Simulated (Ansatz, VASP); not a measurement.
**CdTeSe3 in VASP and in Ansatz**

```
Cd Te Se
1.0
     4.78913    0.00000    0.00000
     0.00000    4.78913    0.00000
     0.00000    0.00000    6.05410
Cd Te Se
1 1 3
Cartesian
  0.0000 0.0000 5.9566
  2.3946 2.3946 4.1605
  0.0000 2.3946 3.0311
  2.3946 2.3946 0.6062
  2.3946 0.0000 3.0311
```

Change from the starting cell: species swapped into the PrBPt3 type (P4mm, No. 99).

Alike in both runs: task relaxation of cell and atoms; functional PBE; k mesh 4 × 4 × 4; occupations gaussian, width 0.1 eV; no spin polarisation.

|  | VASP | Ansatz |
| --- | --- | --- |
| version | VASP 6.6.1 | Ansatz 0.2.0 |
| potentials or method | VASP PAW PBE potentials, release 64 (Cd, Te, Se), cutoff 600 eV | scalar-relativistic, plane waves, PAW |
| valence electrons in the cell | 36 | 84 |

Ansatz gave:

| Property | Result |
| --- | --- |
| gap on the k mesh at the Fermi level, each at its own relaxed structure (eV) | none |
| relaxed volume (Å³/atom) | 36.41 |
| relaxed cell length with the largest relative difference (Å) | 5.456 |

Which values does VASP return?

gap on the k mesh at the Fermi level, each at its own relaxed structure (eV): none; relaxed volume (Å³/atom): 31.10; relaxed cell length with the largest relative difference (Å): 4.986.

A gap of «none» marks a metal or a gap that the smearing closes. VASP's potentials hold 36 valence electrons a cell and Ansatz's 84, so a difference there can come from the potentials and not from the codes.

Spin-orbit coupling is off throughout.
